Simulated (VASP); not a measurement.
# Te5Pd (P-43m) in VASP: further runs, part 2 of 2

VASP 6.6.1. Earlier steps stand in the parts before.

## (5) Single point, PBE, collinear spin

Input file INCAR:

```
  PREC = Accurate
  ENCUT = 520
  EDIFF = 1E-7
  ISMEAR = 0
  SIGMA = 0.1
  LREAL = F
  LASPH = T
  NELM = 150
  ALGO = Normal
  ISIF = 2
  LWAVE = F
  LCHARG = T
  ISPIN = 2
  MAGMOM = 0 0 0 0 0 1
  LORBIT = 11
  LMAXMIX = 4
  GGA = PE
  LELF = T
  LVHAR = T
  NBANDS = 33
```

Input file KPOINTS:

```
regular mesh
0
Gamma
  4 4 4
```

Input file POSCAR:

```
Te5Pd
1.0
    6.2579002819      0.0000000000      0.0000000000
    0.0000000000      6.2579002819      0.0000000000
    0.0000000000      0.0000000000      6.2579002819
Te Pd
5 1
Direct
    0.7641386810      0.7641386810      0.7641386810
    0.2358613190      0.2358613190      0.7641386810
    0.2358613190      0.7641386810      0.2358613190
    0.7641386810      0.2358613190      0.2358613190
    0.5000000000      0.5000000000      0.5000000000
    0.0000000000      0.0000000000      0.0000000000
```

Potentials or basis: VASP PAW PBE potentials, release 64 (Te, Pd).

On the command line:

```sh
$ cat potpaw_PBE.64/Te/POTCAR potpaw_PBE.64/Pd/POTCAR > POTCAR
$ mpirun -np 1 vasp_std > vasp.out
```

OUTCAR:

```text
PREC = Accurate
   ENCUT = 520
   EDIFF = 1E-7
   ISMEAR = 0
   LREAL = F
   LASPH = T
   NELM = 150
   ISIF = 2
   ISPIN = 2
   LORBIT = 11
   GGA = PE

 ion  position               nearest neighbor table
   1  0.764  0.764  0.764-   6 2.56   5 2.86
   2  0.236  0.236  0.764-   6 2.56   5 2.86
   3  0.236  0.764  0.236-   6 2.56   5 2.86
   4  0.764  0.236  0.236-   6 2.56   5 2.86
   5  0.500  0.500  0.500-   1 2.86   2 2.86   3 2.86   4 2.86
   6  0.000  0.000  0.000-   1 2.56   2 2.56   3 2.56   4 2.56

  LATTYP: Found a simple cubic cell.
 ALAT       =     6.2579002819

  Lattice vectors:

 A1 = (   6.2579002819,   0.0000000000,   0.0000000000)
 A2 = (   0.0000000000,   6.2579002819,   0.0000000000)
 A3 = (   0.0000000000,   0.0000000000,   6.2579002819)

Analysis of symmetry for initial positions (statically):
=====================================================================
 Subroutine PRICEL returns:
 Original cell was already a primitive cell.

[... 898 lines left out ...]
  Total       -0.0303782     -0.0303782     -0.0303782      0.0000000      0.0000000      0.0000000
  in kB       -0.1986034     -0.1986034     -0.1986034      0.0000000      0.0000000      0.0000000
  external PRESSURE =      -0.1986034 kB  Pullay stress =       0.0000000 kB

 VOLUME and BASIS-vectors are now :
 -----------------------------------------------------------------------------
  energy-cutoff  :      520.00
  volume of cell :      245.07
      direct lattice vectors                 reciprocal lattice vectors
     6.257900282  0.000000000  0.000000000     0.159798008  0.000000000  0.000000000
     0.000000000  6.257900282  0.000000000     0.000000000  0.159798008  0.000000000
     0.000000000  0.000000000  6.257900282     0.000000000  0.000000000  0.159798008

 POSITION                                       TOTAL-FORCE (eV/Angst)
 -----------------------------------------------------------------------------------
      4.78190      4.78190      4.78190         0.008585      0.008585      0.008585
      1.47600      1.47600      4.78190        -0.008585     -0.008585      0.008585
      1.47600      4.78190      1.47600        -0.008585      0.008585     -0.008585
      4.78190      1.47600      1.47600         0.008585     -0.008585     -0.008585
      3.12895      3.12895      3.12895         0.000000     -0.000000      0.000000
      0.00000      0.00000      0.00000         0.000000      0.000000      0.000000
 -----------------------------------------------------------------------------------
    total drift:                                0.000000      0.000000      0.000000

  FREE ENERGIE OF THE ION-ELECTRON SYSTEM (eV)
  ---------------------------------------------------
  free  energy   TOTEN  =       -18.2601344528 eV

  energy  without entropy=      -18.2211424251  energy(sigma->0) =      -18.24063844

 total charge

# of ion       s       p       d       tot
------------------------------------------
    1        1.408   1.846   0.035   3.289
    2        1.408   1.846   0.035   3.289
    3        1.408   1.846   0.035   3.289
    4        1.408   1.846   0.035   3.289
    5        1.436   1.767   0.065   3.268
    6        0.517   0.424   8.585   9.526
--------------------------------------------------
tot          7.585   9.575   8.791  25.951

 magnetization (x)

# of ion       s       p       d       tot
------------------------------------------
    1       -0.000   0.000  -0.000   0.000
    2       -0.000   0.000  -0.000   0.000
    3       -0.000   0.000  -0.000   0.000
    4       -0.000   0.000  -0.000   0.000
    5       -0.000  -0.000  -0.000  -0.000
    6       -0.000   0.000   0.000   0.000
--------------------------------------------------
tot         -0.000   0.000   0.000   0.000
```

OSZICAR:

```text
N       E                     dE             d eps       ncg     rms          rms(c)
DAV:   1     0.194398228136E+03    0.19440E+03   -0.14103E+04  1320   0.944E+02
DAV:   2    -0.482464851977E+01   -0.19922E+03   -0.19138E+03  1717   0.171E+02
DAV:   3    -0.182714276209E+02   -0.13447E+02   -0.13269E+02  1559   0.448E+01
DAV:   4    -0.185858097320E+02   -0.31438E+00   -0.31424E+00  1711   0.742E+00
[... 10 lines left out ...]
DAV:  15    -0.182601338088E+02   -0.56168E-06   -0.19131E-06  1452   0.543E-03    0.108E-02
DAV:  16    -0.182601341090E+02   -0.30025E-06   -0.24068E-07  1428   0.205E-03    0.680E-03
DAV:  17    -0.182601342684E+02   -0.15935E-06   -0.31595E-08   990   0.734E-04    0.258E-03
DAV:  18    -0.182601344059E+02   -0.13755E-06   -0.29095E-08  1020   0.669E-04    0.531E-04
DAV:  19    -0.182601344528E+02   -0.46819E-07   -0.60340E-09   724   0.326E-04
   1 F= -.18260134E+02 E0= -.18240638E+02  d E =-.389920E-01  mag=    -0.0000
```

stdout:

```text
POSCAR found type information on POSCAR TePd
 POSCAR found :  2 types and       6 ions
 scaLAPACK will be used
 LDA part: xc-table for (Slater+PW92), standard interpolation
 POSCAR, INCAR and KPOINTS ok, starting setup
 FFT: planning ... GRIDC
 FFT: planning ... GRID_SOFT
 FFT: planning ... GRID
 WAVECAR not read
 entering main loop
```

Run time: 3.3 min. Hardware: 1 thread of Intel Xeon 6975P-C (Granite Rapids), shared host; peak memory 0.46 GiB.

What came out:

- Free energy: -18.2601 eV
- Pressure: 0.0 GPa
- Largest force: 0.015 eV/Å
- Band gap on the k mesh: zero (filled and empty bands overlap)
- Net moment: 0.00 μB per cell
- Valence electrons inside the program's atomic spheres: Te 3.29, 3.27 (each value once); Pd 9.53

Forces on the atoms (eV/Å):
```
Te   0.009  0.009  0.009
Te  -0.009 -0.009  0.009
Te  -0.009  0.009 -0.009
Te   0.009 -0.009 -0.009
Te   0.000  0.000  0.000
Pd   0.000  0.000  0.000
```

Caveat: spin-orbit coupling is left out, which moves the levels of the heavy elements.

## (6) Summary

| task | spin | cell | k mesh | cutoff (eV) | gap on the mesh (eV) | pressure (GPa) | relaxed volume (Å³/atom) | largest force (eV/Å) |
| --- | --- | --- | --- | --- | --- | --- | --- | --- |
| single point | off | a = 6.258 Å, 6 atoms, atomic positions A | 6 × 6 × 6 | 520 | none | -0.1 | - | 0.03 |
| relaxation of cell and atoms | off | relaxed from a = 5.835 Å, 6 atoms, atomic positions B | 4 × 4 × 4 | 600 | none | 0.0 | 40.85 | - |
| relaxation of cell and atoms | off | relaxed from a = 6.258 Å, 6 atoms, atomic positions C | 6 × 6 × 6 | 600 | none | 0.0 | 40.78 | 0.01 |
| single point | collinear | a = 6.258 Å, 6 atoms, atomic positions C | 4 × 4 × 4 | 520 | none | 0.0 | - | 0.01 |

Alike in all rows: level PBE; potentials or basis VASP PAW PBE potentials, release 64 (Te, Pd); smearing gaussian 0.1 eV.

Caveats: spin-orbit coupling is left out, which moves the levels of the heavy elements; the volume moved by over 15 % at a fixed basis, so the end points are rough (at least some runs).

Total energies depend on the potentials used, so only differences within one code and one set of settings carry meaning.
